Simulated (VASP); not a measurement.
# AlN (scan) (F-43m) in VASP: a series of runs

Runs on AlN (scan). Level: r2SCAN. Tasks: single point.

All numbers are computed with VASP 6.6.1; they aren't measurements. Logs are shortened: lines on timing, memory, paths and dates and some standing lists are left out, and cuts for length are marked.

### Step 1. The cell of the first run

It takes space group F-43m (No. 216, cubic). Conventional cell: a = 4.380 Å, b = 4.380 Å, c = 4.380 Å, α = 90.00°, β = 90.00°, γ = 90.00°. Within 2.5 Å of Al (site symmetry -43m) lie 4 N at 1.90 Å. Within 2.5 Å of N (site symmetry -43m) lie 4 Al at 1.90 Å.

### Step 2. Single point, r2SCAN

POSCAR reads:

```
AlN
1.0
    0.0000000000      2.1900000000      2.1900000000
    2.1900000000      0.0000000000      2.1900000000
    2.1900000000      2.1900000000      0.0000000000
Al N
1 1
Direct
    0.0000000000      0.0000000000      0.0000000000
    0.2500000000      0.2500000000      0.2500000000
```

INCAR.step1 reads:

```
  PREC = Accurate
  ENCUT = 660
  ISMEAR = 0
  SIGMA = 0.1
  LREAL = False
  LASPH = True
  NELM = 120
  NBANDS = 11
  GGA = PE
  ALGO = Normal
  EDIFF = 1E-5
  LWAVE = True
  LCHARG = False
  GGA_COMPAT = False
```

INCAR.step2 reads:

```
  PREC = Accurate
  ENCUT = 660
  EDIFF = 1E-6
  ISMEAR = 0
  SIGMA = 0.1
  LREAL = False
  LASPH = True
  NELM = 120
  ALGO = Normal
  ISIF = 2
  LWAVE = False
  LCHARG = False
  METAGGA = R2SCAN
  LMIXTAU = True
  NBANDS = 11
  ISTART = 1
  GGA_COMPAT = False
```

KPOINTS reads:

```
regular mesh
0
Gamma
  8 8 8
```

Potentials or basis: VASP PAW PBE potentials, release 64 (Al, N).

Command:

```sh
$ cat potpaw_PBE.64/Al/POTCAR potpaw_PBE.64/N/POTCAR > POTCAR
$ cp INCAR.step1 INCAR
$ mpirun -np 1 vasp_std > vasp.out
$ cp INCAR.step2 INCAR
$ mpirun -np 1 vasp_std > vasp.out
```

OUTCAR:

```text
PREC = Accurate
   ENCUT = 660
   EDIFF = 1E-6
   ISMEAR = 0
   LREAL = False
   LASPH = True
   NELM = 120
   ISIF = 2
   METAGGA = R2SCAN
   ISTART = 1

 ion  position               nearest neighbor table
   1  0.000  0.000  0.000-   2 1.90   2 1.90   2 1.90   2 1.90
   2  0.250  0.250  0.250-   1 1.90   1 1.90   1 1.90   1 1.90

  LATTYP: Found a face centered cubic cell.
 ALAT       =     4.3800000000

  Lattice vectors:

 A1 = (   0.0000000000,   2.1900000000,   2.1900000000)
 A2 = (   2.1900000000,   0.0000000000,   2.1900000000)
 A3 = (   2.1900000000,   2.1900000000,   0.0000000000)

Analysis of symmetry for initial positions (statically):
=====================================================================
 Subroutine PRICEL returns:
 Original cell was already a primitive cell.

 Routine SETGRP: Setting up the symmetry group for a
 face centered cubic supercell.

 Subroutine GETGRP returns: Found 24 space group operations
 (whereof 24 operations were pure point group operations)
 out of a pool of 48 trial point group operations.

The static configuration has the point symmetry T_d .

Analysis of symmetry for dynamics (positions and initial velocities):
=====================================================================
 Subroutine PRICEL returns:
 Original cell was already a primitive cell.

 Routine SETGRP: Setting up the symmetry group for a
 face centered cubic supercell.

 Subroutine GETGRP returns: Found 24 space group operations
 (whereof 24 operations were pure point group operations)
 out of a pool of 48 trial point group operations.

The dynamic configuration has the point symmetry T_d .

 Subroutine INISYM returns: Found 24 space group operations
 (whereof 24 operations are pure point group operations),
 and found     1 'primitive' translations

----------------------------------------------------------------------------------------

                                     Primitive cell

  volume of cell :      21.0069

  direct lattice vectors                    reciprocal lattice vectors
     0.000000000  2.190000000  2.190000000    -0.228310502  0.228310502  0.228310502
     2.190000000  0.000000000  2.190000000     0.228310502 -0.228310502  0.228310502
     2.190000000  2.190000000  0.000000000     0.228310502  0.228310502 -0.228310502

  length of vectors
     3.097127702  3.097127702  3.097127702     0.395445390  0.395445390  0.395445390

  position of ions in fractional coordinates (direct lattice)
     0.000000000  0.000000000  0.000000000
     0.250000000  0.250000000  0.250000000

  ion indices of the primitive-cell ions
   primitive index   ion index
                 1           1
                 2           2

----------------------------------------------------------------------------------------

 KPOINTS: regular mesh

Automatic generation of k-mesh.
 Grid dimensions read from file:
 generate k-points for:    8    8    8

 Generating k-lattice:

  Cartesian coordinates                     Fractional coordinates (reciprocal lattice)
    -0.028538813  0.028538813  0.028538813     0.125000000  0.000000000  0.000000000
     0.028538813 -0.028538813  0.028538813     0.000000000  0.125000000  0.000000000
     0.028538813  0.028538813 -0.028538813     0.000000000  0.000000000  0.125000000

  Length of vectors
     0.049430674  0.049430674  0.049430674

  Shift w.r.t. Gamma in fractional coordinates (k-lattice)
     0.000000000  0.000000000  0.000000000

 Subroutine IBZKPT returns following result:
 ===========================================

 Found     29 irreducible k-points:

 Following reciprocal coordinates:
            Coordinates               Weight
  0.000000  0.000000  0.000000      1.000000
  0.125000  0.000000  0.000000      8.000000
  0.250000  0.000000  0.000000      8.000000
  0.375000  0.000000  0.000000      8.000000
  0.500000  0.000000  0.000000      4.000000
  0.125000  0.125000  0.000000      6.000000
[... 16 lines left out ...]
  0.500000  0.250000  0.125000     48.000000
 -0.375000  0.250000  0.125000     24.000000
 [... further k-points ...]
   k-points           NKPTS =     29   k-points in BZ     NKDIM =     29   number of bands    NBANDS=     11
   number of dos      NEDOS =    301   number of ions     NIONS =      2
   total plane-waves  NPLWV =  21952
   dimension x,y,z NGX =    28 NGY =   28 NGZ =   28
   dimension x,y,z NGXF=    56 NGYF=   56 NGZF=   56
   ions per type =               1   1
   NGX,Y,Z   is equivalent  to a cutoff of  15.03, 15.03, 15.03 a.u.
   NGXF,Y,Z  is equivalent  to a cutoff of  30.06, 30.06, 30.06 a.u.
 SYSTEM =  unknown system
   PREC   = accura    normal or accurate (medium, high low for compatibility)
   ISTART =      1    job   : 0-new  1-cont  2-samecut
   ICHARG =      0    charge: 1-file 2-atom 10-const
   ISPIN  =      1    spin polarized calculation?
   LNONCOLLINEAR =      F non collinear calculations
   LSORBIT =      F    spin-orbit coupling
   LASPH  =      T    aspherical Exc in radial PAW
   ENCUT  =  660.0 eV  48.51 Ry    6.96 a.u.   6.49  6.49  6.49*2*pi/ulx,y,z
   NELM   =    120;   NELMIN=  2; NELMDL=  0     # of ELM steps
   EDIFF  = 0.1E-05   stopping-criterion for ELM
   LREAL  =      F    real-space projection
   EDIFFG = 0.1E-04   stopping-criterion for IOM
   NSW    =      0    number of steps for IOM
   IBRION =     -1    ionic relax: 0-MD 1-quasi-New 2-CG
   NFREE  =      0    steps in history (QN), initial steepest desc. (CG)
   ISIF   =      2    stress and relaxation
   ISYM   =      2    0-nonsym 1-usesym 2-fastsym
   POTIM  = 0.5000    time-step for ionic-motion
   TEBEG  =    0.0;   TEEND  =   0.0 temperature during run
   PSTRESS=    0.0 pullay stress
   NELECT =       8.0000    total number of electrons
   NUPDOWN=      -1.0000    fix difference up-down
   EMIN   =  10.00;   EMAX   =-10.00  energy-range for DOS
   EFERMI =   0.00;   METHOD = LEGACY
   ISMEAR =     0;   SIGMA  =   0.10  broadening in eV -4-tet -1-fermi 0-gaus
   EFERMI_NEDOS =   21; number of points for ismear=-14 and -15
   IALGO  =     38    algorithm
   IMIX   =      4    mixing-type and parameters
     AMIX     =   0.40;   BMIX     =  1.00
     AMIX_MAG =   1.60;   BMIX_MAG =  1.00
  volume/ion in A,a.u.               =      10.50        70.88
  Fermi-wavevector in a.u.,A,eV,Ry     =   1.186636  2.242416 19.158419  1.408104
  Thomas-Fermi vector in A             =   2.322804
   LORBIT       =      0    0 simple, 1 ext, 2 COOP (PROOUT), +10 PAW based schemes
   METAGGA = R2SCAN    functional components
   LHFCALC =     F    Hartree Fock is set to
   AEXX    =    0.0000 exact exchange contribution
   IVDW    =     0    specifies the selected vdW correction
   LEPSILON=     F    determine dielectric tensor
   LRPA    =     F    only Hartree local field effects (RPA)
 non-spin polarized calculation
 Gauss-broadening in eV      SIGMA  =   0.10
  energy-cutoff  :      660.00
  volume of cell :       21.01
 maximum number of plane-waves:       869
 NGX is ok and might be reduce to    28
   NGX = 13   NGY = 13   NGZ = 13

 number of electron       7.9999999 magnetization

 Free energy of the ion-electron system (eV)
  ---------------------------------------------------
  ext. energy  EPLUGINS =         0.00000000
  ---------------------------------------------------
  free energy    TOTEN  =       -19.17785751 eV

  energy without entropy =      -19.17785751  energy(sigma->0) =      -19.17785751

 E-fermi :   6.0178     XC(G=0): -11.3812

 val. band max:        5.6166960079   @ k =   0.0000   0.0000   0.0000
 cond. band min:       9.5445655591   @ k =   0.5000   0.5000   0.0000
 fundamental gap:      3.9278695511
 Fermi energy:         6.0177781801

 k-point     1 :       0.0000    0.0000    0.0000
  band No.  band energies     occupation
      1     -10.0779      2.00000
      2       5.6167      2.00000
      3       5.6167      2.00000
      4       5.6167      2.00000
      5      10.4319      0.00000
      6      19.0535      0.00000
      7      19.0535      0.00000
      8      19.0535      0.00000
      9      24.0822      0.00000
     10      24.0822      0.00000
     11      25.7754      0.00000

 k-point     2 :       0.1250    0.0000    0.0000
  band No.  band energies     occupation
      1      -9.8526      2.00000
      2       4.4478      2.00000
      3       5.5378      2.00000
      4       5.5378      2.00000
      5      11.3805      0.00000
      6      18.4938      0.00000
      7      19.2311      0.00000
      8      19.2311      0.00000
      9      22.5785      0.00000
     10      22.5785      0.00000
     11      24.7116      0.00000

 k-point     3 :       0.2500    0.0000    0.0000
  band No.  band energies     occupation
      1      -9.2389      2.00000
      2       2.3463      2.00000
      3       5.3593      2.00000
      4       5.3593      2.00000
      5      12.7617      0.00000
      6      17.4892      0.00000
      7      18.7607      0.00000
      8      18.7607      0.00000
      9      22.7871      0.00000
     10      22.7871      0.00000
     11      23.9176      0.00000

 k-point     4 :       0.3750    0.0000    0.0000
  band No.  band energies     occupation
      1      -8.4766      2.00000
      2       0.5195      2.00000
      3       5.1957      2.00000
      4       5.1957      2.00000
      5      13.5355      0.00000
      6      16.6965      0.00000
      7      17.8621      0.00000
      8      17.8621      0.00000
      9      24.2925      0.00000
     10      24.9658      0.00000
     11      24.9658      0.00000
[... 239 lines left out ...]
 k-point    22 :       0.3750    0.2500    0.1250
  band No.  band energies     occupation
      1      -8.7482      2.00000
      2       2.0374      2.00000
      3       4.1346      2.00000
      4       5.0124      2.00000
      5      13.1229      0.00000
      6      16.9443      0.00000
      7      17.3413      0.00000
      8      19.7740      0.00000
      9      21.2240      0.00000
     10      25.7905      0.00000
     11      28.3098      0.00000

 k-point    23 :       0.5000    0.2500    0.1250
  band No.  band energies     occupation
      1      -8.0948      2.00000
      2       0.9841      2.00000
      3       3.5428      2.00000
      4       4.6857      2.00000
      5      13.3698      0.00000
      6      16.0546      0.00000
      7      18.0598      0.00000
      8      19.3547      0.00000
      9      22.6720      0.00000
     10      26.4181      0.00000
     11      28.5393      0.00000

 k-point    24 :      -0.3750    0.2500    0.1250
  band No.  band energies     occupation
      1      -7.7764      2.00000
      2       0.4770      2.00000
      3       3.3884      2.00000
      4       4.4989      2.00000
      5      13.4292      0.00000
      6      15.6619      0.00000
      7      18.7236      0.00000
      8      19.1659      0.00000
      9      23.8515      0.00000
     10      25.4730      0.00000
     11      28.8868      0.00000

 [... further k-points ...]

------------------------ aborting loop because EDIFF is reached ----------------------------------------

  FORCE on cell =-STRESS in cart. coord.  units (eV):
  Direction    XX          YY          ZZ          XY          YZ          ZX
  --------------------------------------------------------------------------------------
  -------------------------------------------------------------------------------------
  Total       -0.2383671     -0.2383671     -0.2383671     -0.0000000      0.0000000     -0.0000000
  in kB      -18.1800247    -18.1800247    -18.1800247     -0.0000000      0.0000000     -0.0000000
  external PRESSURE =     -18.1800247 kB  Pullay stress =       0.0000000 kB

 VOLUME and BASIS-vectors are now :
 -----------------------------------------------------------------------------
  energy-cutoff  :      660.00
  volume of cell :       21.01
      direct lattice vectors                 reciprocal lattice vectors
     0.000000000  2.190000000  2.190000000    -0.228310502  0.228310502  0.228310502
     2.190000000  0.000000000  2.190000000     0.228310502 -0.228310502  0.228310502
     2.190000000  2.190000000  0.000000000     0.228310502  0.228310502 -0.228310502

 POSITION                                       TOTAL-FORCE (eV/Angst)
 -----------------------------------------------------------------------------------
      0.00000      0.00000      0.00000         0.000000      0.000000     -0.000000
      1.09500      1.09500      1.09500        -0.000000     -0.000000      0.000000
 -----------------------------------------------------------------------------------
    total drift:                                0.000000      0.000000      0.000000

  FREE ENERGIE OF THE ION-ELECTRON SYSTEM (eV)
  ---------------------------------------------------
  free  energy   TOTEN  =       -19.1778575119 eV

  energy  without entropy=      -19.1778575118  energy(sigma->0) =      -19.17785751
```

Run time: 20 s. Hardware: 1 thread of Intel Xeon 6975P-C (Granite Rapids), shared host; peak memory 0.16 GiB.

Results:

```
Free energy            : -19.1779 eV
Pressure               : -1.8 GPa
Band gap on the k mesh : 3.93 eV, indirect (least direct gap 4.82 eV)
```

Levels at points of the mesh, in eV from the valence-band top:
| k point | band 1 | band 2 | band 3 | band 4 | band 5 | band 6 | band 7 | band 8 |
| --- | --- | --- | --- | --- | --- | --- | --- | --- |
| (0.00, 0.00, 0.00) | -15.69 | 0.00 | 0.00 | 0.00 | 4.82 | 13.44 | 13.44 | 13.44 |
| (0.50, 0.00, 0.00) | -13.71 | -5.86 | -0.48 | -0.48 | 8.13 | 10.76 | 11.89 | 11.89 |
| (0.50, 0.50, 0.00) | -13.08 | -4.92 | -1.80 | -1.80 | 3.93 | 9.43 | 15.08 | 16.85 |

Caveat: the PAW data sets were made with another functional, which shifts forces and pressure a little. r2SCAN opens gaps a little over a GGA but as a rule still falls short of measured ones.

### Step 3. Single point, r2SCAN

This run uses another cell than the first one, of 10.43 Å³/atom, 0.993 times its volume.

POSCAR reads:

```
AlN
1.0
    0.0000000000      2.1848754345      2.1848754345
    2.1848754345      0.0000000000      2.1848754345
    2.1848754345      2.1848754345      0.0000000000
Al N
1 1
Direct
    0.0000000000      0.0000000000      0.0000000000
    0.2500000000      0.2500000000      0.2500000000
```

INCAR.step1 reads:

```
SYSTEM = AlN
PREC     = Accurate       ! precision mode
ENCUT    = 660            ! plane-wave cutoff, eV
ISMEAR   = 0              ! smearing method
SIGMA    = 0.02           ! smearing width, eV
LREAL    = .FALSE.        ! projectors in reciprocal space
LASPH    = .TRUE.         ! aspherical terms in the spheres
NELM     = 120            ! most SCF steps
NBANDS   = 11             ! bands
GGA      = PE             ! functional
ALGO     = Normal         ! electronic algorithm
EDIFF    = 1E-5           ! SCF threshold, eV
LWAVE    = .TRUE.         ! write WAVECAR
LCHARG   = .FALSE.        ! write CHGCAR
GGA_COMPAT= .FALSE.
```

INCAR.step2 reads:

```
SYSTEM = AlN
PREC     = Accurate       ! precision mode
ENCUT    = 660            ! plane-wave cutoff, eV
EDIFF    = 1E-6           ! SCF threshold, eV
ISMEAR   = 0              ! smearing method
SIGMA    = 0.02           ! smearing width, eV
LREAL    = .FALSE.        ! projectors in reciprocal space
LASPH    = .TRUE.         ! aspherical terms in the spheres
NELM     = 120            ! most SCF steps
ALGO     = Normal         ! electronic algorithm
ISIF     = 2              ! what is computed and relaxed
LWAVE    = .FALSE.        ! write WAVECAR
LCHARG   = .TRUE.         ! write CHGCAR
METAGGA  = R2SCAN         ! meta-GGA
LMIXTAU  = .TRUE.       
LELF     = .TRUE.         ! ELF
LVHAR    = .TRUE.       
NBANDS   = 11             ! bands
ISTART   = 1            
GGA_COMPAT= .FALSE.
```

KPOINTS reads:

```
regular mesh
0
G
  10 10 10
  0 0 0
```

Potentials or basis: VASP PAW PBE potentials, release 64 (Al, N).

Command:

```sh
$ cat potpaw_PBE.64/Al/POTCAR potpaw_PBE.64/N/POTCAR > POTCAR
$ cp INCAR.step1 INCAR
$ mpirun -np 1 vasp_std > vasp.out
$ cp INCAR.step2 INCAR
$ mpirun -np 1 vasp_std > vasp.out
```

Wall time 30 s (1 thread of Intel Xeon 6975P-C (Granite Rapids), shared host); peak memory 0.16 GiB.

Results (log left out):

* Free energy: -19.1788 eV
* Pressure: -0.4 GPa
* Band gap on the k mesh: 3.93 eV, indirect (least direct gap 4.88 eV)

Levels at points of the mesh, in eV from the valence-band top:
| k point | band 1 | band 2 | band 3 | band 4 | band 5 | band 6 | band 7 | band 8 |
| --- | --- | --- | --- | --- | --- | --- | --- | --- |
| (0.00, 0.00, 0.00) | -15.74 | 0.00 | 0.00 | 0.00 | 4.88 | 13.51 | 13.51 | 13.51 |
| (0.50, 0.00, 0.00) | -13.73 | -5.89 | -0.49 | -0.49 | 8.20 | 10.82 | 11.94 | 11.94 |
| (0.50, 0.50, 0.00) | -13.10 | -4.95 | -1.80 | -1.80 | 3.93 | 9.47 | 15.18 | 16.94 |

Caveat: the PAW data sets were made with another functional, which shifts forces and pressure a little. r2SCAN opens gaps a little over a GGA but as a rule still falls short of measured ones.
